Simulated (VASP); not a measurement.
# MoS2 (P6_3/mmc) in VASP: notebook, part 3 of 3

VASP 6.6.1. The steps go on from the part before.

## 5. Single point, PBEsol

This run uses another cell than the first one, of 18.44 Å³/atom, 1.062 times its volume.

File INCAR:

```
PREC = Accurate
ENCUT = 520
EDIFF = 1E-6
ISMEAR = 1
SIGMA = 0.161
LREAL = F
LASPH = T
NELM = 80
ALGO = Normal
ISIF = 2
LWAVE = F
LCHARG = T
GGA = PS
LELF = T
LVHAR = T
NBANDS = 35
```

File KPOINTS:

```
Automatic mesh
0
Gamma
  12 12 2
```

File POSCAR:

```
MoS2
1.0
    3.1416453610      0.0000000000      0.0000000000
   -1.5708226805      2.7207446923      0.0000000000
    0.0000000000      0.0000000000     12.9474000000
Mo S
2 4
Direct
    0.3333333333      0.6666666667      0.2500000000
    0.6666666667      0.3333333333      0.7500000000
    0.3333333333      0.6666666667      0.6259932117
    0.6666666667      0.3333333333      0.1259932117
    0.3333333333      0.6666666667      0.8740067883
    0.6666666667      0.3333333333      0.3740067883
```

Potentials or basis: VASP PAW PBE potentials, release 64 (Mo_sv, S).

Command:

```console
$ cat potpaw_PBE.64/Mo_sv/POTCAR potpaw_PBE.64/S/POTCAR > POTCAR
$ mpirun -np 1 vasp_std > vasp.out
```

OUTCAR:

```text
PREC = Accurate
   ENCUT = 520
   EDIFF = 1E-6
   ISMEAR = 1
   LREAL = F
   LASPH = T
   NELM = 80
   ISIF = 2
   GGA = PS

 ion  position               nearest neighbor table
   1  0.333  0.667  0.250-   4 2.42   6 2.42   4 2.42   6 2.42   4 2.42   6 2.42
   2  0.667  0.333  0.750-   3 2.42   5 2.42   3 2.42   5 2.42   3 2.42   5 2.42
   3  0.333  0.667  0.626-   2 2.42   2 2.42   2 2.42
   4  0.667  0.333  0.126-   1 2.42   1 2.42   1 2.42
   5  0.333  0.667  0.874-   2 2.42   2 2.42   2 2.42
   6  0.667  0.333  0.374-   1 2.42   1 2.42   1 2.42

  LATTYP: Found a hexagonal cell.
 ALAT       =     3.1416453610
 C/A-ratio  =     4.1212162775

  Lattice vectors:

 A1 = (   3.1416453610,   0.0000000000,   0.0000000000)
 A2 = (  -1.5708226805,   2.7207446923,   0.0000000000)
 A3 = (   0.0000000000,   0.0000000000,  12.9474000000)

Analysis of symmetry for initial positions (statically):
=====================================================================
 Subroutine PRICEL returns:
 Original cell was already a primitive cell.

 Routine SETGRP: Setting up the symmetry group for a
 hexagonal supercell.

 Subroutine GETGRP returns: Found 24 space group operations
 (whereof 12 operations were pure point group operations)
 out of a pool of 24 trial point group operations.

The static configuration has the point symmetry D_3d.
 The point group associated with its full space group is D_6h.

Analysis of symmetry for dynamics (positions and initial velocities):
=====================================================================
 Subroutine PRICEL returns:
 Original cell was already a primitive cell.

 Routine SETGRP: Setting up the symmetry group for a
 hexagonal supercell.

 Subroutine GETGRP returns: Found 24 space group operations
 (whereof 12 operations were pure point group operations)
 out of a pool of 24 trial point group operations.

The dynamic configuration has the point symmetry D_3d.
 The point group associated with its full space group is D_6h.

 Subroutine INISYM returns: Found 24 space group operations
 (whereof 12 operations are pure point group operations),
 and found     1 'primitive' translations

----------------------------------------------------------------------------------------

                                     Primitive cell

  volume of cell :     110.6694

  direct lattice vectors                    reciprocal lattice vectors
     3.141645361  0.000000000  0.000000000     0.318304546  0.183773215  0.000000000
    -1.570822681  2.720744692  0.000000000     0.000000000  0.367546431  0.000000000
     0.000000000  0.000000000 12.947400000     0.000000000  0.000000000  0.077235584

  length of vectors
     3.141645361  3.141645361 12.947400000     0.367546431  0.367546431  0.077235584

  position of ions in fractional coordinates (direct lattice)
     0.333333333  0.666666667  0.250000000
     0.666666667  0.333333333  0.750000000
     0.333333333  0.666666667  0.625993212
     0.666666667  0.333333333  0.125993212
     0.333333333  0.666666667  0.874006788
     0.666666667  0.333333333  0.374006788

  ion indices of the primitive-cell ions
   primitive index   ion index
                 1           1
                 2           2
                 3           3
                 4           4
[... 33 lines left out ...]
  0.166667  0.000000  0.000000      6.000000
  0.250000  0.000000  0.000000      6.000000
  0.333333  0.000000  0.000000      6.000000
  0.416667  0.000000  0.000000      6.000000
[... 16 lines left out ...]
  0.250000  0.000000  0.500000      6.000000
  0.333333  0.000000  0.500000      6.000000
 [... further k-points ...]
   k-points           NKPTS =     38   k-points in BZ     NKDIM =     38   number of bands    NBANDS=     35
   number of dos      NEDOS =    301   number of ions     NIONS =      6
   total plane-waves  NPLWV =  55296
   dimension x,y,z NGX =    24 NGY =   24 NGZ =   96
   dimension x,y,z NGXF=    48 NGYF=   48 NGZF=  192
   ions per type =               2   4
   NGX,Y,Z   is equivalent  to a cutoff of  12.70, 12.70, 12.33 a.u.
   NGXF,Y,Z  is equivalent  to a cutoff of  25.40, 25.40, 24.65 a.u.
 SYSTEM =  unknown system
   PREC   = accura    normal or accurate (medium, high low for compatibility)
   ISTART =      0    job   : 0-new  1-cont  2-samecut
   ICHARG =      2    charge: 1-file 2-atom 10-const
   ISPIN  =      1    spin polarized calculation?
   LNONCOLLINEAR =      F non collinear calculations
   LSORBIT =      F    spin-orbit coupling
   LASPH  =      T    aspherical Exc in radial PAW
   ENCUT  =  520.0 eV  38.22 Ry    6.18 a.u.   5.84  5.84 24.07*2*pi/ulx,y,z
   NELM   =     80;   NELMIN=  2; NELMDL= -5     # of ELM steps
   EDIFF  = 0.1E-05   stopping-criterion for ELM
   LREAL  =      F    real-space projection
   EDIFFG = 0.1E-04   stopping-criterion for IOM
   NSW    =      0    number of steps for IOM
   IBRION =     -1    ionic relax: 0-MD 1-quasi-New 2-CG
   NFREE  =      0    steps in history (QN), initial steepest desc. (CG)
   ISIF   =      2    stress and relaxation
   ISYM   =      2    0-nonsym 1-usesym 2-fastsym
   POTIM  = 0.5000    time-step for ionic-motion
   TEBEG  =    0.0;   TEEND  =   0.0 temperature during run
   PSTRESS=    0.0 pullay stress
   NELECT =      52.0000    total number of electrons
   NUPDOWN=      -1.0000    fix difference up-down
   EMIN   =  10.00;   EMAX   =-10.00  energy-range for DOS
   EFERMI =   0.00;   METHOD = LEGACY
   ISMEAR =     1;   SIGMA  =   0.16  broadening in eV -4-tet -1-fermi 0-gaus
   EFERMI_NEDOS =   21; number of points for ismear=-14 and -15
   IALGO  =     38    algorithm
   IMIX   =      4    mixing-type and parameters
     AMIX     =   0.40;   BMIX     =  1.00
     AMIX_MAG =   1.60;   BMIX_MAG =  1.00
  volume/ion in A,a.u.               =      18.44       124.47
  Fermi-wavevector in a.u.,A,eV,Ry     =   1.272722  2.405095 22.038995  1.619820
  Thomas-Fermi vector in A             =   2.405584
   LORBIT       =      0    0 simple, 1 ext, 2 COOP (PROOUT), +10 PAW based schemes
   GGA     = PS    functional components
   LHFCALC =     F    Hartree Fock is set to
   AEXX    =    0.0000 exact exchange contribution
   IVDW    =     0    specifies the selected vdW correction
   LEPSILON=     F    determine dielectric tensor
   LRPA    =     F    only Hartree local field effects (RPA)
 non-spin polarized calculation
 Methfessel and Paxton  Order N= 1 SIGMA  =   0.16
  energy-cutoff  :      520.00
  volume of cell :      110.67
 maximum number of plane-waves:      3006
 NGX is ok and might be reduce to    24
   NGX = 11   NGY = 11   NGZ = 49

 number of electron      51.9999997 magnetization

 Free energy of the ion-electron system (eV)
  ---------------------------------------------------
  ext. energy  EPLUGINS =         0.00000000
  ---------------------------------------------------
  free energy    TOTEN  =       -46.82327099 eV

  energy without entropy =      -46.82379521  energy(sigma->0) =      -46.82344573

 E-fermi :   6.7062     XC(G=0): -10.7757

 val. band max:        6.6644733711   @ k =   0.0000   0.0000   0.0000
 cond. band min:       7.7793000760   @ k =   0.1667   0.1667   0.0000
 fundamental gap:      1.1148267049
 Fermi energy:         6.7061644200

 k-point     1 :       0.0000    0.0000    0.0000
  band No.  band energies     occupation
      1     -54.3974      2.00000
      2     -54.3974      2.00000
      3     -28.5926      2.00000
      4     -28.5926      2.00000
      5     -28.3221      2.00000
      6     -28.3221      2.00000
[... 901 lines left out ...]
     34      10.4116      0.00000
     35      13.6612      0.00000

 [... further k-points ...]

------------------------ aborting loop because EDIFF is reached ----------------------------------------

  FORCE on cell =-STRESS in cart. coord.  units (eV):
  Direction    XX          YY          ZZ          XY          YZ          ZX
  --------------------------------------------------------------------------------------
  -------------------------------------------------------------------------------------
  Total       -1.8643399     -1.8643399     -5.6374654      0.0000000      0.0000000      0.0000000
  in kB      -26.9903284    -26.9903284    -81.6144315      0.0000000      0.0000000      0.0000000
  external PRESSURE =     -45.1983627 kB  Pullay stress =       0.0000000 kB

 VOLUME and BASIS-vectors are now :
 -----------------------------------------------------------------------------
  energy-cutoff  :      520.00
  volume of cell :      110.67
      direct lattice vectors                 reciprocal lattice vectors
     3.141645361  0.000000000  0.000000000     0.318304546  0.183773215  0.000000000
    -1.570822681  2.720744692  0.000000000     0.000000000  0.367546431  0.000000000
     0.000000000  0.000000000 12.947400000     0.000000000  0.000000000  0.077235584

 POSITION                                       TOTAL-FORCE (eV/Angst)
 -----------------------------------------------------------------------------------
     -0.00000      1.81383      3.23685         0.000000      0.000000      0.000000
      1.57082      0.90691      9.71055        -0.000000      0.000000      0.000000
     -0.00000      1.81383      8.10498         0.000000     -0.000000      0.834868
      1.57082      0.90691      1.63128        -0.000000      0.000000      0.834868
     -0.00000      1.81383     11.31612         0.000000     -0.000000     -0.834868
      1.57082      0.90691      4.84242        -0.000000     -0.000000     -0.834868
 -----------------------------------------------------------------------------------
    total drift:                               -0.000000      0.000000     -0.000000

  FREE ENERGIE OF THE ION-ELECTRON SYSTEM (eV)
  ---------------------------------------------------
  free  energy   TOTEN  =       -46.8232709916 eV

  energy  without entropy=      -46.8237952122  energy(sigma->0) =      -46.82344573
```

OSZICAR:

```text
N       E                     dE             d eps       ncg     rms          rms(c)
DAV:   1     0.432007706091E+03    0.43201E+03   -0.29201E+04  2956   0.140E+03
DAV:   2    -0.268629197361E+02   -0.45887E+03   -0.44401E+03  3202   0.360E+02
DAV:   3    -0.493284395072E+02   -0.22466E+02   -0.22014E+02  3254   0.722E+01
DAV:   4    -0.497896723283E+02   -0.46123E+00   -0.45997E+00  3172   0.105E+01
DAV:   5    -0.497986885287E+02   -0.90162E-02   -0.90144E-02  3193   0.147E+00    0.342E+01
DAV:   6    -0.476894511300E+02    0.21092E+01   -0.12008E+01  2899   0.222E+01    0.119E+01
DAV:   7    -0.472791654966E+02    0.41029E+00   -0.66526E+00  2887   0.150E+01    0.801E+00
DAV:   8    -0.468247914877E+02    0.45437E+00   -0.99589E-01  2879   0.664E+00    0.296E+00
DAV:   9    -0.468335984997E+02   -0.88070E-02   -0.12761E-01  3071   0.176E+00    0.137E+00
DAV:  10    -0.468233357401E+02    0.10263E-01   -0.39161E-02  2900   0.134E+00    0.379E-01
DAV:  11    -0.468234349577E+02   -0.99218E-04   -0.22620E-03  2923   0.250E-01    0.209E-01
DAV:  12    -0.468232842557E+02    0.15070E-03   -0.31507E-04  2994   0.980E-02    0.117E-01
DAV:  13    -0.468232673060E+02    0.16950E-04   -0.19442E-04  2997   0.721E-02    0.713E-03
DAV:  14    -0.468232703888E+02   -0.30828E-05   -0.11025E-05  2580   0.173E-02    0.176E-02
DAV:  15    -0.468232709916E+02   -0.60278E-06   -0.19958E-06  2425   0.772E-03
   1 F= -.46823271E+02 E0= -.46823446E+02  d E =0.524221E-03
```

Run time: 2 min. Hardware: 1 thread of Intel Xeon 6975P-C, shared host; peak memory 0.29 GiB.

Results:

```
Free energy            : -46.8233 eV
Pressure               : -4.5 GPa
Largest force          : 0.835 eV/Å
Band gap on the k mesh : 1.11 eV, indirect (least direct gap 1.82 eV)
```

Forces on the atoms (eV/Å):
```
Mo   0.000  0.000  0.000
Mo   0.000  0.000  0.000
S    0.000  0.000  0.835
S    0.000  0.000  0.835
S    0.000  0.000 -0.835
S    0.000  0.000 -0.835
```

Stress tensor (GPa, compression positive):
```
-2.70  0.00  0.00
 0.00 -2.70  0.00
 0.00  0.00 -8.16
```

Levels at points of the mesh, in eV from the valence-band top:
```
           k point  band 22  band 23  band 24  band 25  band 26  band 27  band 28  band 29  band 30  band 31
(0.00, 0.00, 0.00)    -1.58    -1.58    -1.32    -1.01     0.00     2.52     2.52     2.54     2.54     2.63
(0.50, 0.00, 0.00)    -2.32    -1.16    -1.05    -1.03    -1.01     2.10     2.12     2.39     2.66     3.14
(0.00, 0.00, 0.50)    -1.59    -1.59    -1.59    -0.28    -0.28     2.52     2.52     2.52     2.52     2.69
(0.50, 0.00, 0.50)    -2.41    -1.10    -1.10    -1.02    -1.02     2.11     2.11     2.53     2.53     3.46
```

Caveat: the PAW data sets were made with another functional, which shifts forces and pressure a little; this functional lacks dispersion, which binds the layers, so the pressure and a relaxed spacing across them are unreliable. A k mesh can miss the band edges.

## 6. Overview

```tsv
cell	smearing	gap on the mesh (eV)	pressure (GPa)	largest force (eV/Å)
a = 3.079, b = 3.079, c = 12.696 Å, angles 90.0, 90.0, 120.0°, 6 atoms	methfessel-paxton 0.159 eV	1.10	4.7	0.14
a = 3.142, b = 3.142, c = 12.193 Å, angles 90.0, 90.0, 120.0°, 6 atoms	methfessel-paxton 0.114 eV	0.80	5.3	0.94
a = 3.110, b = 3.110, c = 12.570 Å, angles 90.0, 90.0, 120.0°, 6 atoms	methfessel-paxton 0.147 eV	1.02	3.1	0.22
a = 3.142, b = 3.142, c = 12.947 Å, angles 90.0, 90.0, 120.0°, 6 atoms	methfessel-paxton 0.161 eV	1.11	-4.5	0.83
```

Alike in all rows: task single point; level PBEsol; potentials or basis VASP PAW PBE potentials, release 64 (Mo_sv, S); no spin polarisation; k mesh 12 × 12 × 2; cutoff (eV) 520.

Caveats: the PAW data sets were made with another functional, which shifts forces and pressure a little; this functional lacks dispersion, which binds the layers, so the pressure and a relaxed spacing across them are unreliable.

Total energies depend on the potentials used, so only differences within one code and one set of settings carry meaning.
